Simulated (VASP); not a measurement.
# TePb (Fm-3m) in VASP: further runs, part 2 of 2

VASP 6.6.1. Earlier steps stand in the parts before.

### 3 Relaxation of cell and atoms, PBEsol

This run uses another cell than the first one, of 33.73 Å³/atom.

Contents of INCAR:

```
PREC = Accurate
ENCUT = 600
EDIFF = 1E-7
ISMEAR = -1
SIGMA = 0.1
LREAL = False
LASPH = True
NELM = 100
ALGO = Normal
ISIF = 3
LWAVE = False
LCHARG = False
GGA = PS
IBRION = 2
NSW = 100
EDIFFG = -0.002
```

Contents of KPOINTS:

```
regular mesh
0
Gamma
  14 14 14
```

Contents of POSCAR:

```
TePb
1.0
    0.0000000000      3.2310000000      3.2310000000
    3.2310000000      0.0000000000      3.2310000000
    3.2310000000      3.2310000000      0.0000000000
Te Pb
1 1
Direct
    0.5000000000      0.5000000000      0.5000000000
    0.0000000000      0.0000000000      0.0000000000
```

Potentials or basis: VASP PAW PBE potentials, release 64 (Te, Pb_d).

The run is started by

```sh
$ cat potpaw_PBE.64/Te/POTCAR potpaw_PBE.64/Pb_d/POTCAR > POTCAR
$ mpirun -np 1 vasp_std > vasp.out
```

OUTCAR:

```text
PREC = Accurate
   ENCUT = 600
   EDIFF = 1E-7
   ISMEAR = -1
   LREAL = False
   LASPH = True
   NELM = 100
   ISIF = 3
   GGA = PS
   IBRION = 2
   NSW = 100
   EDIFFG = -0.002

 ion  position               nearest neighbor table
   1  0.500  0.500  0.500-   2 3.23   2 3.23   2 3.23   2 3.23   2 3.23   2 3.23
   2  0.000  0.000  0.000-   1 3.23   1 3.23   1 3.23   1 3.23   1 3.23   1 3.23

  LATTYP: Found a face centered cubic cell.
 ALAT       =     6.4620000000

  Lattice vectors:

 A1 = (   0.0000000000,   3.2310000000,   3.2310000000)
 A2 = (   3.2310000000,   0.0000000000,   3.2310000000)
 A3 = (   3.2310000000,   3.2310000000,   0.0000000000)

Analysis of symmetry for initial positions (statically):
=====================================================================
 Subroutine PRICEL returns:
 Original cell was already a primitive cell.

 Routine SETGRP: Setting up the symmetry group for a
 face centered cubic supercell.

 Subroutine GETGRP returns: Found 48 space group operations
 (whereof 48 operations were pure point group operations)
 out of a pool of 48 trial point group operations.

The static configuration has the point symmetry O_h .

Analysis of symmetry for dynamics (positions and initial velocities):
[... 233 lines left out ...]

 Free energy of the ion-electron system (eV)
  ---------------------------------------------------
  ext. energy  EPLUGINS =         0.00000000
  ---------------------------------------------------
  free energy    TOTEN  =        -8.25944479 eV

  energy without entropy =       -8.25879190  energy(sigma->0) =       -8.25911834

 E-fermi :   5.9604     XC(G=0):  -9.5097

 val. band max:        5.5752928148   @ k =   0.5000   0.0000   0.0000
 cond. band min:       6.2252512597   @ k =   0.5000   0.0000   0.0000
 fundamental gap:      0.6499584449
 Fermi energy:         5.9603889583

 k-point     1 :       0.0000    0.0000    0.0000
  band No.  band energies     occupation
      1     -11.0683      2.00000
      2     -11.0683      2.00000
      3     -11.0568      2.00000
      4     -11.0568      2.00000
      5     -11.0568      2.00000
      6      -6.5332      2.00000
      7      -0.0177      2.00000
      8       4.2070      2.00000
      9       4.2070      2.00000
     10       4.2070      2.00000
     11       9.6417      0.00000
     12       9.6417      0.00000
     13       9.6417      0.00000
     14      11.3121      0.00000
[... 377 lines left out ...]
      1     -11.0868      2.00000
      2     -11.0683      2.00000
      3     -11.0585      2.00000
      4     -11.0468      2.00000
      5     -11.0446      2.00000
      6      -5.9051      2.00000
      7      -1.4389      2.00000
      8       3.7047      2.00000
      9       3.7882      2.00000
     10       4.8773      1.99996
     11       7.3287      0.00000
     12       9.0401      0.00000
     13       9.1903      0.00000
     14      10.3772      0.00000

 [... further k-points ...]

------------------------ aborting loop because EDIFF is reached ----------------------------------------

  FORCE on cell =-STRESS in cart. coord.  units (eV):
  Direction    XX          YY          ZZ          XY          YZ          ZX
  --------------------------------------------------------------------------------------
  -------------------------------------------------------------------------------------
  Total        0.0001444      0.0001444      0.0001444      0.0000000     -0.0000000     -0.0000000
  in kB        0.0034592      0.0034592      0.0034592      0.0000000     -0.0000000     -0.0000000
  external PRESSURE =       0.0034592 kB  Pullay stress =       0.0000000 kB
[... 17 lines left out ...]
  FREE ENERGIE OF THE ION-ELECTRON SYSTEM (eV)
  ---------------------------------------------------
  free  energy   TOTEN  =        -8.2594447859 eV

  energy  without entropy=       -8.2587918973  energy(sigma->0) =       -8.25911834

 reached required accuracy - stopping structural energy minimisation
```

OSZICAR:

```text
N       E                     dE             d eps       ncg     rms          rms(c)
DAV:   1     0.156304816971E+03    0.15630E+03   -0.10082E+04  2912   0.154E+03
DAV:   2     0.354876781865E+01   -0.15276E+03   -0.14978E+03  3014   0.350E+02
DAV:   3    -0.807246055299E+01   -0.11621E+02   -0.11366E+02  3884   0.101E+02
DAV:   4    -0.836917447443E+01   -0.29671E+00   -0.29658E+00  3376   0.191E+01
[... 25 lines left out ...]
DAV:   4    -0.825944643254E+01    0.40895E-06   -0.16962E-05  2936   0.444E-02    0.124E-02
DAV:   5    -0.825944472026E+01    0.17123E-05   -0.43566E-06  3458   0.218E-02    0.355E-03
DAV:   6    -0.825944457462E+01    0.14564E-06   -0.39619E-07  3086   0.112E-02    0.919E-04
DAV:   7    -0.825944477318E+01   -0.19856E-06   -0.21648E-08  1492   0.158E-03    0.111E-04
DAV:   8    -0.825944478590E+01   -0.12719E-07   -0.33106E-09  1474   0.681E-04
   3 F= -.82594448E+01 E0= -.82591183E+01  d E =-.723826E-03
```

CONTCAR:

```text
TePb
   1.00000000000000
    -0.0000000000000000    3.2215120039162821    3.2215120039162821
     3.2215120039162821    0.0000000000000000    3.2215120039162821
     3.2215120039162821    3.2215120039162821    0.0000000000000000
  Te              Pb
     1     1
Direct
     0.5000000000000000    0.5000000000000000    0.5000000000000000
     0.0000000000000000    0.0000000000000000    0.0000000000000000

  0.00000000E+00  0.00000000E+00  0.00000000E+00
  0.00000000E+00  0.00000000E+00  0.00000000E+00
```

Run time: 2.4 min. Hardware: 1 thread of Intel Xeon 6975P-C (Granite Rapids), shared host; peak memory 0.33 GiB.

What came out:

```yaml
Free_energy: -8.2594 eV
Relaxed_volume: 33.43 Å³/atom
Relaxed_cell: a = 4.556 Å, b = 4.556 Å, c = 4.556 Å, α = 60.00°, β = 60.00°, γ = 60.00°
Space_group_after_relaxing_to_0.1_Å: Fm-3m (No. 225)
Energy_gained_by_relaxing: 0.4 meV/atom
Ionic_steps: 3
Pressure_after_relaxing: 0.0 GPa
Band_gap_on_the_k_mesh: 0.65 eV
```

The path:
| step | energy change (eV) | largest force (eV/Å) | pressure (GPa) | volume (Å³) |
| --- | --- | --- | --- | --- |
| 1 | 0.0000 | 0.0000 | -0.39 | 67.46 |
| 2 | -0.0006 | 0.0000 | 0.14 | 66.67 |
| 3 | -0.0007 | 0.0000 | 0.00 | 66.87 |

Final structure:
```xyz
2
Lattice="0.0000 3.2215 3.2215 3.2215 0.0000 3.2215 3.2215 3.2215 0.0000" Properties=species:S:1:pos:R:3 pbc="T T T"
Te    3.2215    3.2215    3.2215
Pb    0.0000    0.0000    0.0000
```

Caveat: the PAW data sets were made with another functional, which shifts forces and pressure a little; spin-orbit coupling is left out, which moves the levels of the heavy elements. A k mesh can miss the band edges.
